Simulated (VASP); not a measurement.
Input of a VASP 6.6.1 run:

File INCAR:

```
SYSTEM = MgC
  ALGO = Normal
  EDIFF = 1E-6
  ENCUT = 520
  GGA = PE
  ISIF = 2
  ISMEAR = 0
  LASPH = .TRUE.
  LCHARG = .FALSE.
  LREAL = .FALSE.
  LWAVE = .FALSE.
  NBANDS = 22
  NELM = 100
  PREC = Accurate
  SIGMA = 0.1
```

File KPOINTS:

```
k-points
0
G
  6 6 2
  0 0 0
```

The input POSCAR:

```
MgC
1.0
    3.5499721398      0.0000000032      0.0000000000
   -1.7749860726      3.0743660542      0.0000000000
    0.0000000000      0.0000000000      9.0516644640
Mg C
4 4
Direct
    0.0000000000      0.0000000000      0.0000000000
    0.3333333333      0.6666666667      0.2500000000
    0.0000000000      0.0000000000      0.5000000000
    0.6666666667      0.3333333333      0.7500000000
    0.6666666667      0.3333333333      0.1713247964
    0.6666666667      0.3333333333      0.3286752036
    0.3333333333      0.6666666667      0.6713247964
    0.3333333333      0.6666666667      0.8286752036
```

Potentials or basis: VASP PAW PBE potentials, release 64 (Mg, C).

Command:

```console
$ cat potpaw_PBE.64/Mg/POTCAR potpaw_PBE.64/C/POTCAR > POTCAR
$ mpirun -np 1 vasp_std > vasp.out
```

**Question.** What does it give for the pressure?

**Answer.** 0.0 GPa.

**Question.** What does it give for the largest force?

**Answer.** 0.084 eV/Å.

Stress tensor (GPa, compression positive):
```
-0.12  0.00  0.00
 0.00 -0.12  0.00
 0.00  0.00  0.14
```
